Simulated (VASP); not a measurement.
# BaTe (Fm-3m) in VASP: further runs

BaTe is run at these levels: PBE+D3(BJ); tasks: single point.

All numbers are computed with VASP 6.6.1; they aren't measurements. Logs are shortened: lines on timing, memory, paths and dates and some standing lists are left out, and cuts for length are marked.

### 1 The cell of the first run

The structure is cubic, space group Fm-3m (No. 225). The conventional cell has a = 6.585 Å, b = 6.585 Å, c = 6.585 Å, α = 90.00°, β = 90.00°, γ = 90.00°. Within 4.3 Å of Ba (site symmetry m-3m) lie 6 Te at 3.29 Å. Within 4.3 Å of Te (site symmetry m-3m) lie 6 Ba at 3.29 Å.

### 2 Single point, PBE+D3(BJ)

Input file INCAR:

```
SYSTEM = BaTe
PREC = Accurate
ENCUT = 500
EDIFF = 1E-6
ISMEAR = 0
SIGMA = 0.01
LREAL = .False.
LASPH = .True.
NELM = 120
ALGO = Normal
ISIF = 2
LWAVE = .False.
LCHARG = .False.
GGA = PE
IVDW = 12
NBANDS = 15
GGA_COMPAT = .False.
```

Input file KPOINTS:

```
Automatic mesh
0
Gamma
  6 6 6
  0 0 0
```

Input file POSCAR:

```
BaTe
1.0
    0.0000000000      3.2923188015      3.2923188015
    3.2923188015      0.0000000000      3.2923188015
    3.2923188015      3.2923188015      0.0000000000
Ba Te
1 1
Direct
    0.0000000000      0.0000000000      0.0000000000
    0.5000000000      0.5000000000      0.5000000000
```

Potentials or basis: VASP PAW PBE potentials, release 64 (Ba_sv, Te).

Launch:

```
$ cat potpaw_PBE.64/Ba_sv/POTCAR potpaw_PBE.64/Te/POTCAR > POTCAR
$ mpirun -np 1 vasp_std > vasp.out
```

OUTCAR:

```text
SYSTEM = BaTe
   PREC = Accurate
   ENCUT = 500
   EDIFF = 1E-6
   ISMEAR = 0
   LREAL = .False.
   LASPH = .True.
   NELM = 120
   ISIF = 2
   GGA = PE
   IVDW = 12
 IVDW          = 12

 ion  position               nearest neighbor table
   1  0.000  0.000  0.000-   2 3.29   2 3.29   2 3.29   2 3.29   2 3.29   2 3.29
   2  0.500  0.500  0.500-   1 3.29   1 3.29   1 3.29   1 3.29   1 3.29   1 3.29

  LATTYP: Found a face centered cubic cell.
 ALAT       =     6.5846376030

  Lattice vectors:

 A1 = (   0.0000000000,   3.2923188015,   3.2923188015)
 A2 = (   3.2923188015,   0.0000000000,   3.2923188015)
 A3 = (   3.2923188015,   3.2923188015,   0.0000000000)

Analysis of symmetry for initial positions (statically):
=====================================================================
 Subroutine PRICEL returns:
 Original cell was already a primitive cell.

 Routine SETGRP: Setting up the symmetry group for a
 face centered cubic supercell.

 Subroutine GETGRP returns: Found 48 space group operations
 (whereof 48 operations were pure point group operations)
 out of a pool of 48 trial point group operations.

The static configuration has the point symmetry O_h .

Analysis of symmetry for dynamics (positions and initial velocities):
=====================================================================
 Subroutine PRICEL returns:
 Original cell was already a primitive cell.

 Routine SETGRP: Setting up the symmetry group for a
 face centered cubic supercell.

 Subroutine GETGRP returns: Found 48 space group operations
 (whereof 48 operations were pure point group operations)
 out of a pool of 48 trial point group operations.

The dynamic configuration has the point symmetry O_h .

 Subroutine INISYM returns: Found 48 space group operations
 (whereof 48 operations are pure point group operations),
 and found     1 'primitive' translations

----------------------------------------------------------------------------------------

                                     Primitive cell

  volume of cell :      71.3733

  direct lattice vectors                    reciprocal lattice vectors
     0.000000000  3.292318802  3.292318802    -0.151868646  0.151868646  0.151868646
     3.292318802  0.000000000  3.292318802     0.151868646 -0.151868646  0.151868646
     3.292318802  3.292318802  0.000000000     0.151868646  0.151868646 -0.151868646

  length of vectors
     4.656041901  4.656041901  4.656041901     0.263044212  0.263044212  0.263044212

  position of ions in fractional coordinates (direct lattice)
     0.000000000  0.000000000  0.000000000
     0.500000000  0.500000000  0.500000000

  ion indices of the primitive-cell ions
   primitive index   ion index
[... 79 lines left out ...]
   EFERMI =   0.00;   METHOD = LEGACY
   ISMEAR =     0;   SIGMA  =   0.01  broadening in eV -4-tet -1-fermi 0-gaus
   EFERMI_NEDOS =   21; number of points for ismear=-14 and -15
   IALGO  =     38    algorithm
   IMIX   =      4    mixing-type and parameters
     AMIX     =   0.40;   BMIX     =  1.00
     AMIX_MAG =   1.60;   BMIX_MAG =  1.00
  volume/ion in A,a.u.               =      35.69       240.83
  Fermi-wavevector in a.u.,A,eV,Ry     =   0.994496  1.879325 13.456459  0.989022
  Thomas-Fermi vector in A             =   2.126451
   LORBIT       =      0    0 simple, 1 ext, 2 COOP (PROOUT), +10 PAW based schemes
   GGA     = PE    functional components
   LHFCALC =     F    Hartree Fock is set to
   AEXX    =    0.0000 exact exchange contribution
   IVDW    =    12    specifies the selected vdW correction
   LEPSILON=     F    determine dielectric tensor
   LRPA    =     F    only Hartree local field effects (RPA)
 non-spin polarized calculation
 Gauss-broadening in eV      SIGMA  =   0.01
  energy-cutoff  :      500.00
  volume of cell :       71.37
 maximum number of plane-waves:      1837
 NGX is ok and might be reduce to    36
   NGX = 17   NGY = 17   NGZ = 17

 number of electron      16.0000000 magnetization

 Free energy of the ion-electron system (eV)
  ---------------------------------------------------
  ext. energy  EPLUGINS =         0.00000000
  ---------------------------------------------------
  free energy    TOTEN  =        -8.16609613 eV

  energy without entropy =       -8.16609613  energy(sigma->0) =       -8.16609613

 E-fermi :   3.6898     XC(G=0):  -9.0084

 val. band max:        3.5801499107   @ k =   0.0000   0.0000   0.0000
 cond. band min:       4.5906140171   @ k =   0.5000   0.5000   0.0000
 fundamental gap:      1.0104641064
 Fermi energy:         3.6897700048

 k-point     1 :       0.0000    0.0000    0.0000
  band No.  band energies     occupation
      1     -23.0431      2.00000
      2      -8.2418      2.00000
      3      -8.2418      2.00000
      4      -8.2418      2.00000
      5      -6.4283      2.00000
      6       3.5801      2.00000
      7       3.5801      2.00000
      8       3.5801      2.00000
      9       6.3063      0.00000
     10       6.3063      0.00000
     11       6.3063      0.00000
     12       7.1425      0.00000
     13       7.1425      0.00000
     14       7.2744      0.00000
[... 257 lines left out ...]
      2      -8.6160      2.00000
      3      -8.5755      2.00000
      4      -8.4836      2.00000
      5      -5.8213      2.00000
      6       2.1981      2.00000
      7       2.4726      2.00000
      8       2.7356      2.00000
      9       5.9292      0.00000
     10       8.3507      0.00000
     11       8.7988      0.00000
     12       9.6429      0.00000
     13       9.9404      0.00000
     14      11.1860      0.00000
     15      12.5342      0.00000

------------------------ aborting loop because EDIFF is reached ----------------------------------------

 Edisp (eV)   -0.75998

 E8    (eV) :    -0.3923

  FORCE on cell =-STRESS in cart. coord.  units (eV):
  Direction    XX          YY          ZZ          XY          YZ          ZX
  --------------------------------------------------------------------------------------
  -------------------------------------------------------------------------------------
  Total       3.73217     3.73217     3.73217     0.00000     0.00000     0.00000
  in kB      83.77926    83.77926    83.77926     0.00000     0.00000     0.00000
  external pressure =       83.78 kB  Pullay stress =        0.00 kB

 VOLUME and BASIS-vectors are now :
 -----------------------------------------------------------------------------
  energy-cutoff  :      500.00
  volume of cell :       71.37
      direct lattice vectors                 reciprocal lattice vectors
     0.000000000  3.292318802  3.292318802    -0.151868646  0.151868646  0.151868646
     3.292318802  0.000000000  3.292318802     0.151868646 -0.151868646  0.151868646
     3.292318802  3.292318802  0.000000000     0.151868646  0.151868646 -0.151868646

 POSITION                                       TOTAL-FORCE (eV/Angst)
 -----------------------------------------------------------------------------------
      0.00000      0.00000      0.00000        -0.000000      0.000000     -0.000000
      3.29232      3.29232      3.29232         0.000000     -0.000000      0.000000
 -----------------------------------------------------------------------------------
    total drift:                                0.000000      0.000000      0.000000

  FREE ENERGIE OF THE ION-ELECTRON SYSTEM (eV)
  ---------------------------------------------------
  free  energy   TOTEN  =        -8.9260806193 eV

  energy  without entropy=       -8.9260806193  energy(sigma->0) =       -8.92608062
```

OSZICAR:

```text
N       E                     dE             d eps       ncg     rms          rms(c)
DAV:   1     0.827092792092E+02    0.82709E+02   -0.63624E+03   480   0.883E+02
DAV:   2    -0.383926770174E+01   -0.86549E+02   -0.78810E+02   677   0.161E+02
DAV:   3    -0.816159528642E+01   -0.43223E+01   -0.42955E+01   632   0.383E+01
DAV:   4    -0.824543630258E+01   -0.83841E-01   -0.83824E-01   624   0.554E+00
DAV:   5    -0.824746572907E+01   -0.20294E-02   -0.20294E-02   676   0.743E-01    0.508E+00
DAV:   6    -0.816551686764E+01    0.81949E-01   -0.81272E-02   522   0.156E+00    0.331E+00
DAV:   7    -0.816369056894E+01    0.18263E-02   -0.88180E-02   599   0.181E+00    0.728E-01
DAV:   8    -0.816557907070E+01   -0.18885E-02   -0.92048E-03   522   0.622E-01    0.218E-01
DAV:   9    -0.816593114569E+01   -0.35207E-03   -0.41877E-04   620   0.149E-01    0.552E-02
DAV:  10    -0.816607123491E+01   -0.14009E-03   -0.90420E-05   564   0.649E-02    0.179E-02
DAV:  11    -0.816609695490E+01   -0.25720E-04   -0.40798E-05   592   0.394E-02    0.170E-02
DAV:  12    -0.816609612935E+01    0.82555E-06   -0.23866E-06   585   0.111E-02
   1 F= -.89260806E+01 E0= -.89260806E+01  d E =-.509092E-56
```

Wall time 23 s (1 thread of Intel Xeon 8259CL, shared host); peak memory 0.22 GiB.

What came out:

| Property | Result |
| --- | --- |
| Free energy | -8.9261 eV |
| Pressure | 8.4 GPa |
| Band gap on the k mesh | 1.01 eV, indirect (least direct gap 1.36 eV) |
| Dispersion energy per atom | -0.380 eV |

Caveat: three body term missing; spin-orbit coupling is left out, which moves the levels of the heavy elements. A k mesh can miss the band edges.

### 3 Single point, PBE+D3(BJ)

This run uses another cell than the first one, of 36.68 Å³/atom, 1.028 times its volume.

Input file INCAR:

```
  ALGO = Normal
  EDIFF = 1E-6
  ENCUT = 500
  GGA = PE
  GGA_COMPAT = F
  ISIF = 2
  ISMEAR = 0
  IVDW = 12
  LASPH = T
  LCHARG = F
  LREAL = F
  LWAVE = F
  NBANDS = 15
  NELM = 120
  PREC = Accurate
  SIGMA = 0.01
```

Input file KPOINTS:

```
k-points
0
Gamma
  6 6 6
```

Input file POSCAR:

```
BaTe
1.0
    0.0000000000      3.3225252484      3.3225252484
    3.3225252484      0.0000000000      3.3225252484
    3.3225252484      3.3225252484      0.0000000000
Ba Te
1 1
Direct
    0.0000000000      0.0000000000      0.0000000000
    0.5000000000      0.5000000000      0.5000000000
```

Potentials or basis: VASP PAW PBE potentials, release 64 (Ba_sv, Te).

Launch:

```
$ cat potpaw_PBE.64/Ba_sv/POTCAR potpaw_PBE.64/Te/POTCAR > POTCAR
$ mpirun -np 1 vasp_std > vasp.out
```

Wall time 28 s (1 thread of Intel Xeon 8259CL, shared host); peak memory 0.22 GiB.

It converged, with:

```yaml
Free_energy: -9.0192 eV
Pressure: 6.7 GPa
Band_gap_on_the_k_mesh: 1.10 eV, indirect (least direct gap 1.46 eV)
Dispersion_energy_per_atom: -0.369 eV
```

Levels at points of the mesh, in eV from the valence-band top:
| k point | band 4 | band 5 | band 6 | band 7 | band 8 | band 9 | band 10 | band 11 | band 12 | band 13 |
| --- | --- | --- | --- | --- | --- | --- | --- | --- | --- | --- |
| (0.00, 0.00, 0.00) | -11.86 | -9.93 | 0.00 | 0.00 | 0.00 | 2.77 | 2.77 | 2.77 | 3.57 | 3.57 |
| (0.50, 0.00, 0.00) | -11.88 | -8.63 | -2.71 | -1.49 | -1.49 | 4.38 | 5.11 | 5.18 | 5.18 | 7.32 |
| (0.50, 0.50, 0.00) | -12.02 | -9.69 | -1.14 | -0.36 | -0.36 | 1.10 | 4.66 | 5.37 | 6.26 | 6.26 |

Caveat: three body term missing; spin-orbit coupling is left out, which moves the levels of the heavy elements.

### 4 Single point, PBE+D3(BJ)

This run uses another cell than the first one, of 37.67 Å³/atom, 1.056 times its volume.

Input file INCAR:

```
SYSTEM = BaTe
ALGO = Normal
EDIFF = 1E-6
ENCUT = 500
GGA = PE
GGA_COMPAT = .FALSE.
ISIF = 2
ISMEAR = 0
IVDW = 12
LASPH = .TRUE.
LCHARG = .FALSE.
LREAL = .FALSE.
LWAVE = .FALSE.
NBANDS = 15
NELM = 120
PREC = Accurate
SIGMA = 0.01
```

Input file KPOINTS:

```
k-points
0
G
  6 6 6
  0 0 0
```

Input file POSCAR:

```
BaTe
1.0
    0.0000000000      3.3521922222      3.3521922222
    3.3521922222      0.0000000000      3.3521922222
    3.3521922222      3.3521922222      0.0000000000
Ba Te
1 1
Direct
    0.0000000000      0.0000000000      0.0000000000
    0.5000000000      0.5000000000      0.5000000000
```

Launch:

```
$ cat potpaw_PBE.64/Ba_sv/POTCAR potpaw_PBE.64/Te/POTCAR > POTCAR
$ mpirun -np 1 vasp_std > vasp.out
```

Run time: 31 s. Hardware: 1 thread of Intel Xeon 8259CL, shared host; peak memory 0.21 GiB.

Results (log left out):

```yaml
Free_energy: -9.0927 eV
Pressure: 5.2 GPa
Band_gap_on_the_k_mesh: 1.18 eV, indirect (least direct gap 1.55 eV)
Dispersion_energy_per_atom: -0.359 eV
```

Levels at points of the mesh, in eV from the valence-band top:
| k point | band 4 | band 5 | band 6 | band 7 | band 8 | band 9 | band 10 | band 11 | band 12 | band 13 |
| --- | --- | --- | --- | --- | --- | --- | --- | --- | --- | --- |
| (0.00, 0.00, 0.00) | -11.91 | -9.86 | 0.00 | 0.00 | 0.00 | 2.80 | 2.80 | 2.80 | 3.45 | 3.57 |
| (0.50, 0.00, 0.00) | -11.92 | -8.67 | -2.62 | -1.43 | -1.43 | 4.35 | 5.06 | 5.14 | 5.14 | 7.26 |
| (0.50, 0.50, 0.00) | -12.05 | -9.62 | -1.14 | -0.37 | -0.37 | 1.18 | 4.62 | 5.24 | 6.17 | 6.17 |

Caveat: three body term missing; spin-orbit coupling is left out, which moves the levels of the heavy elements. A k mesh can miss the band edges.

### 5 Single point, PBE+D3(BJ)

This run uses another cell than the first one, of 38.66 Å³/atom, 1.083 times its volume.

Input file INCAR:

```
PREC = Accurate
ENCUT = 500
EDIFF = 1E-6
ISMEAR = 0
SIGMA = 0.01
LREAL = False
LASPH = True
NELM = 120
ALGO = Normal
ISIF = 2
LWAVE = False
LCHARG = False
GGA = PE
IVDW = 12
NBANDS = 15
GGA_COMPAT = False
```

Input file KPOINTS:

```
regular mesh
0
Gamma
  6 6 6
```

Input file POSCAR:

```
BaTe
1.0
    0.0000000000      3.3813431830      3.3813431830
    3.3813431830      0.0000000000      3.3813431830
    3.3813431830      3.3813431830      0.0000000000
Ba Te
1 1
Direct
    0.0000000000      0.0000000000      0.0000000000
    0.5000000000      0.5000000000      0.5000000000
```

Launch:

```
$ cat potpaw_PBE.64/Ba_sv/POTCAR potpaw_PBE.64/Te/POTCAR > POTCAR
$ mpirun -np 1 vasp_std > vasp.out
```

Run time: 36 s. Hardware: 1 thread of Intel Xeon 8259CL, shared host; peak memory 0.21 GiB.

The run converged. Its results:

```yaml
Free_energy: -9.1492 eV
Pressure: 3.9 GPa
Band_gap_on_the_k_mesh: 1.26 eV, indirect (least direct gap 1.63 eV)
Dispersion_energy_per_atom: -0.349 eV
```

Levels at points of the mesh, in eV from the valence-band top:
| k point | band 5 | band 6 | band 7 | band 8 | band 9 | band 10 | band 11 | band 12 |
| --- | --- | --- | --- | --- | --- | --- | --- | --- |
| (0.00, 0.00, 0.00) | -9.79 | 0.00 | 0.00 | 0.00 | 2.83 | 2.83 | 2.83 | 3.34 |
| (0.50, 0.00, 0.00) | -8.71 | -2.54 | -1.36 | -1.36 | 4.32 | 5.00 | 5.09 | 5.09 |
| (0.50, 0.50, 0.00) | -9.56 | -1.15 | -0.38 | -0.38 | 1.26 | 4.59 | 5.12 | 6.09 |

Caveat: three body term missing; spin-orbit coupling is left out, which moves the levels of the heavy elements. A hybrid or GW would open this gap; PBE tends to underestimate it.

### 6 Summary

```csv
cell,gap on the mesh (eV),pressure (GPa)
"a = 4.656 Å, angles 60.0°, 2 atoms",1.01,8.4
"a = 4.699 Å, angles 60.0°, 2 atoms",1.10,6.7
"a = 4.741 Å, angles 60.0°, 2 atoms",1.18,5.2
"a = 4.782 Å, angles 60.0°, 2 atoms",1.26,3.9
```

Alike in all rows: task single point; level PBE+D3(BJ); potentials or basis VASP PAW PBE potentials, release 64 (Ba_sv, Te); no spin polarisation; k mesh 6 × 6 × 6; cutoff (eV) 500; smearing gaussian 0.01 eV.

Caveats: three body term missing; spin-orbit coupling is left out, which moves the levels of the heavy elements.

Total energies depend on the potentials used, so only differences within one code and one set of settings carry meaning.
